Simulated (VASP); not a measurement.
Here is a VASP 6.6.1 calculation.

File INCAR:

```
SYSTEM = MgO
PREC = Accurate
ENCUT = 600
EDIFF = 1E-8
ISMEAR = 0
SIGMA = 0.01
LREAL = .FALSE.
LASPH = .TRUE.
NELM = 100
ALGO = Normal
ISIF = 3
LWAVE = .FALSE.
LCHARG = .TRUE.
GGA = PE
IBRION = 6
NFREE = 2
POTIM = 0.015
NSW = 1
```

File KPOINTS:

```
Automatic mesh
0
G
  11 11 11
  0 0 0
```

POSCAR

```
MgO
1.0
    0.0000000000      2.1268516004      2.1268516004
    2.1268516004      0.0000000000      2.1268516004
    2.1268516004      2.1268516004      0.0000000000
Mg O
1 1
Direct
    0.0000000000      0.0000000000      0.0000000000
    0.5000000000      0.5000000000      0.5000000000
```

Potentials or basis: VASP PAW PBE potentials, release 64 (Mg, O).

Run with:

```console
$ cat potpaw_PBE.64/Mg/POTCAR potpaw_PBE.64/O/POTCAR > POTCAR
$ mpirun -np 1 vasp_std > vasp.out
```

Question: Predict the elastic constants C11, C12, C44.

Answer: 268, 90, 142 GPa.

Question: What does it give for the Voigt bulk modulus?

Answer: 149 GPa.

Question: Predict the highest phonon frequency at Γ, LO-TO splitting left out.

Answer: 368 cm⁻¹.

Phonon frequencies in cm⁻¹ (negative: imaginary):
```tsv
q point	frequencies
(0.000, 0.000, 0.000)	0 0 0 368 368 368
```
